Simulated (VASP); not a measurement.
# Pr3MgH2 (I4/mmm) in VASP: single point with PBE

Aim: the single point of Pr3MgH2 with PBE.

All numbers are computed with VASP 6.6.1; they aren't measurements. Logs are shortened: lines on timing, memory, paths and dates and some standing lists are left out, and cuts for length are marked.

## (1) The cell of the first run

The structure is tetragonal, space group I4/mmm (No. 139). Conventional cell: a = 5.001 Å, b = 5.001 Å, c = 10.239 Å, α = 90.00°, β = 90.00°, γ = 90.00°. Within 3.4 Å of Pr (site symmetry -4m2) lie 2 H at 2.56 Å. Within 3.3 Å of Pr (site symmetry 4/mmm) lie 4 H at 2.50 Å. Within 3.3 Å of Mg (site symmetry 4/mmm) lie 4 H at 2.50 Å. H (site symmetry mmm) has 4 Pr at 2.50 to 2.56 Å and 2 Mg at 2.50 Å within 3.3 Å.

The cell was generated, and may not be a known phase.

## (2) Single point, PBE

Contents of INCAR:

```
SYSTEM = Pr3MgH2
ALGO = Normal ; EDIFF = 1E-6
ENCUT = 600 ; GGA = PE
GGA_COMPAT = .False. ; ISIF = 2
ISMEAR = 0 ; LASPH = .True.
LCHARG = .False. ; LMAXMIX = 6
LREAL = .False. ; LWAVE = .False.
NBANDS = 28 ; NELM = 200
PREC = Accurate ; SIGMA = 0.1
```

Contents of KPOINTS:

```
k-points
0
Gamma
  6 6 6
  0 0 0
```

Contents of POSCAR:

```
Pr3MgH2
1.0
   -2.5005006733      2.5005006733      5.1194522205
    2.5005006733     -2.5005006733      5.1194522205
    2.5005006733      2.5005006733     -5.1194522205
Pr Mg H
3 1 2
Direct
    0.7500000000      0.2500000000      0.5000000000
    0.2500000000      0.7500000000      0.5000000000
    0.0000000000      0.0000000000      0.0000000000
    0.5000000000      0.5000000000      0.0000000000
    0.5000000000      0.0000000000      0.5000000000
    0.0000000000      0.5000000000      0.5000000000
```

Potentials or basis: VASP PAW PBE potentials, release 64 (Pr_3, Mg, H), 4f in core.

Run with:

```console
$ cat potpaw_PBE.64/Pr_3/POTCAR potpaw_PBE.64/Mg/POTCAR potpaw_PBE.64/H/POTCAR > POTCAR
$ mpirun -np 1 vasp_std > vasp.out
```

OUTCAR:

```text
SYSTEM = Pr3MgH2
   EDIFF = 1E-6
   ENCUT = 600
   GGA = PE
   ISIF = 2
   ISMEAR = 0
   LASPH = .True.
   LREAL = .False.
   NELM = 200
   PREC = Accurate

 ion  position               nearest neighbor table
   1  0.750  0.250  0.500-   2 3.54   2 3.54   2 3.54   2 3.54   4 3.58   3 3.58   4 3.58   3 3.58
                             4 3.58   4 3.58   3 3.58   3 3.58
   2  0.250  0.750  0.500-   1 3.54   1 3.54   1 3.54   1 3.54   4 3.58   3 3.58   4 3.58   3 3.58
                             3 3.58   3 3.58   4 3.58   4 3.58
   3  0.000  0.000  0.000-   4 3.54   4 3.54   4 3.54   4 3.54   2 3.58   1 3.58   2 3.58   1 3.58
                             1 3.58   1 3.58   2 3.58   2 3.58
   4  0.500  0.500  0.000-   3 3.54   3 3.54   3 3.54   3 3.54   2 3.58   1 3.58   2 3.58   1 3.58
                             2 3.58   2 3.58   1 3.58   1 3.58
   5  0.500  0.000  0.500-
   6  0.000  0.500  0.500-

  LATTYP: Found a body centered tetragonal cell.
 ALAT       =     5.0010013466
 C/A-ratio  =     2.0473708626

  Lattice vectors:

 A1 = (  -2.5005006733,   2.5005006733,   5.1194522205)
 A2 = (   2.5005006733,  -2.5005006733,   5.1194522205)
 A3 = (   2.5005006733,   2.5005006733,  -5.1194522205)

Analysis of symmetry for initial positions (statically):
=====================================================================
 Subroutine PRICEL returns:
 Original cell was already a primitive cell.

 Routine SETGRP: Setting up the symmetry group for a
 body centered tetragonal supercell.

 Subroutine GETGRP returns: Found 16 space group operations
 (whereof 16 operations were pure point group operations)
 out of a pool of 16 trial point group operations.

The static configuration has the point symmetry D_4h.

Analysis of symmetry for dynamics (positions and initial velocities):
=====================================================================
 Subroutine PRICEL returns:
 Original cell was already a primitive cell.

 Routine SETGRP: Setting up the symmetry group for a
 body centered tetragonal supercell.

 Subroutine GETGRP returns: Found 16 space group operations
 (whereof 16 operations were pure point group operations)
 out of a pool of 16 trial point group operations.

The dynamic configuration has the point symmetry D_4h.

 Subroutine INISYM returns: Found 16 space group operations
 (whereof 16 operations are pure point group operations),
 and found     1 'primitive' translations

----------------------------------------------------------------------------------------

                                     Primitive cell

  volume of cell :     128.0376
[... 97 lines left out ...]
   EDIFF  = 0.1E-05   stopping-criterion for ELM
   LREAL  =      F    real-space projection
   EDIFFG = 0.1E-04   stopping-criterion for IOM
   NSW    =      0    number of steps for IOM
   IBRION =     -1    ionic relax: 0-MD 1-quasi-New 2-CG
   NFREE  =      0    steps in history (QN), initial steepest desc. (CG)
   ISIF   =      2    stress and relaxation
   ISYM   =      2    0-nonsym 1-usesym 2-fastsym
   POTIM  = 0.5000    time-step for ionic-motion
   TEBEG  =    0.0;   TEEND  =   0.0 temperature during run
   PSTRESS=    0.0 pullay stress
   NELECT =      37.0000    total number of electrons
   NUPDOWN=      -1.0000    fix difference up-down
   EMIN   =  10.00;   EMAX   =-10.00  energy-range for DOS
   EFERMI =   0.00;   METHOD = LEGACY
   ISMEAR =     0;   SIGMA  =   0.10  broadening in eV -4-tet -1-fermi 0-gaus
   EFERMI_NEDOS =   21; number of points for ismear=-14 and -15
   IALGO  =     38    algorithm
   IMIX   =      4    mixing-type and parameters
     AMIX     =   0.40;   BMIX     =  1.00
     AMIX_MAG =   1.60;   BMIX_MAG =  1.00
  volume/ion in A,a.u.               =      21.34       144.01
  Fermi-wavevector in a.u.,A,eV,Ry     =   1.082338  2.045322 15.938622  1.171456
  Thomas-Fermi vector in A             =   2.218377
   LORBIT       =      0    0 simple, 1 ext, 2 COOP (PROOUT), +10 PAW based schemes
   GGA     = PE    functional components
   LHFCALC =     F    Hartree Fock is set to
   AEXX    =    0.0000 exact exchange contribution
   IVDW    =     0    specifies the selected vdW correction
   LEPSILON=     F    determine dielectric tensor
   LRPA    =     F    only Hartree local field effects (RPA)
 non-spin polarized calculation
 Gauss-broadening in eV      SIGMA  =   0.10
  energy-cutoff  :      600.00
  volume of cell :      128.04
 maximum number of plane-waves:      4289
 NGX is ok and might be reduce to    50
   NGX = 25   NGY = 25   NGZ = 25

 number of electron      37.0000000 magnetization

 Free energy of the ion-electron system (eV)
  ---------------------------------------------------
  ext. energy  EPLUGINS =         0.00000000
  ---------------------------------------------------
  free energy    TOTEN  =       -23.67605947 eV

  energy without entropy =      -23.65608509  energy(sigma->0) =      -23.66607228

 E-fermi :   3.6881     XC(G=0):  -9.7373

 val. band max:        3.6772428571   @ k =   0.3333   0.3333  -0.0000
 cond. band min:       3.7037702103   @ k =  -0.1667   0.3333   0.1667
 fundamental gap:      0.0265273532
 Fermi energy:         3.6881278835

 k-point     1 :       0.0000    0.0000    0.0000
  band No.  band energies     occupation
      1     -32.6368      2.00000
      2     -32.4204      2.00000
      3     -32.3270      2.00000
      4     -15.0873      2.00000
      5     -14.8030      2.00000
      6     -14.8030      2.00000
[... 733 lines left out ...]
     27       7.6004      0.00000
     28       7.7096      0.00000

 [... further k-points ...]
[... 5 lines left out ...]
  --------------------------------------------------------------------------------------
  -------------------------------------------------------------------------------------
  Total       -0.0100393     -0.0100393     -0.1064484      0.0000000     -0.0000000      0.0000000
  in kB       -0.1256249     -0.1256249     -1.3320242      0.0000000     -0.0000000      0.0000000
  external PRESSURE =      -0.5277580 kB  Pullay stress =       0.0000000 kB

 VOLUME and BASIS-vectors are now :
 -----------------------------------------------------------------------------
  energy-cutoff  :      600.00
  volume of cell :      128.04
      direct lattice vectors                 reciprocal lattice vectors
    -2.500500673  2.500500673  5.119452221     0.000000000  0.199959954  0.097666699
     2.500500673 -2.500500673  5.119452221     0.199959954  0.000000000  0.097666699
     2.500500673  2.500500673 -5.119452221     0.199959954  0.199959954  0.000000000

 POSITION                                       TOTAL-FORCE (eV/Angst)
 -----------------------------------------------------------------------------------
     -0.00000      2.50050      2.55973        -0.000000      0.000000     -0.000000
      2.50050     -0.00000      2.55973         0.000000     -0.000000      0.000000
      0.00000      0.00000      0.00000         0.000000     -0.000000      0.000000
      0.00000      0.00000      5.11945         0.000000     -0.000000      0.000000
      0.00000      2.50050      0.00000         0.000000     -0.000000      0.000000
      2.50050      0.00000      0.00000         0.000000     -0.000000      0.000000
 -----------------------------------------------------------------------------------
    total drift:                               -0.000000      0.000000      0.000000

  FREE ENERGIE OF THE ION-ELECTRON SYSTEM (eV)
  ---------------------------------------------------
  free  energy   TOTEN  =       -23.6760594720 eV

  energy  without entropy=      -23.6560850928  energy(sigma->0) =      -23.66607228
```

OSZICAR:

```text
N       E                     dE             d eps       ncg     rms          rms(c)
DAV:   1     0.292913290772E+03    0.29291E+03   -0.18034E+04  1680   0.132E+03
DAV:   2    -0.560108651400E+01   -0.29851E+03   -0.29147E+03  1988   0.307E+02
DAV:   3    -0.237820957074E+02   -0.18181E+02   -0.17842E+02  2804   0.609E+01
DAV:   4    -0.245397817601E+02   -0.75769E+00   -0.75454E+00  2256   0.115E+01
DAV:   5    -0.245671376338E+02   -0.27356E-01   -0.27344E-01  2476   0.201E+00    0.811E+00
DAV:   6    -0.238921780003E+02    0.67496E+00   -0.65331E-01  1952   0.338E+00    0.447E+00
DAV:   7    -0.236747553532E+02    0.21742E+00   -0.82119E-01  2204   0.390E+00    0.558E-01
DAV:   8    -0.236758413922E+02   -0.10860E-02   -0.83600E-02  2212   0.942E-01    0.252E-01
DAV:   9    -0.236759701914E+02   -0.12880E-03   -0.73171E-03  2312   0.247E-01    0.152E-01
DAV:  10    -0.236760708850E+02   -0.10069E-03   -0.15219E-03  1988   0.211E-01    0.526E-02
DAV:  11    -0.236760598649E+02    0.11020E-04   -0.19385E-04  2160   0.674E-02    0.768E-03
DAV:  12    -0.236760590334E+02    0.83144E-06   -0.11848E-05  2064   0.119E-02    0.449E-03
DAV:  13    -0.236760603075E+02   -0.12741E-05   -0.15906E-06  1384   0.833E-03    0.288E-03
DAV:  14    -0.236760594720E+02    0.83550E-06   -0.29295E-07  1108   0.317E-03
   1 F= -.23676059E+02 E0= -.23666072E+02  d E =-.199744E-01
```

Wall time 95 s (1 thread of Intel Xeon 6975P-C (Granite Rapids), shared host); peak memory 0.42 GiB.

Results:

```
Free energy            : -23.6761 eV
Pressure               : -0.1 GPa
Band gap on the k mesh : zero (an odd number of electrons rules out a gap without spin polarisation)
```

Caveat: spin-orbit coupling is left out, which moves the levels of the heavy elements; the 4f electrons are frozen in the core, so they carry no moment and show no levels. Spin polarisation is off, so any magnetic state and its effect on volume and gap are missing.

The gap in the log of VASP goes by the Fermi energy; the results here count the filled bands.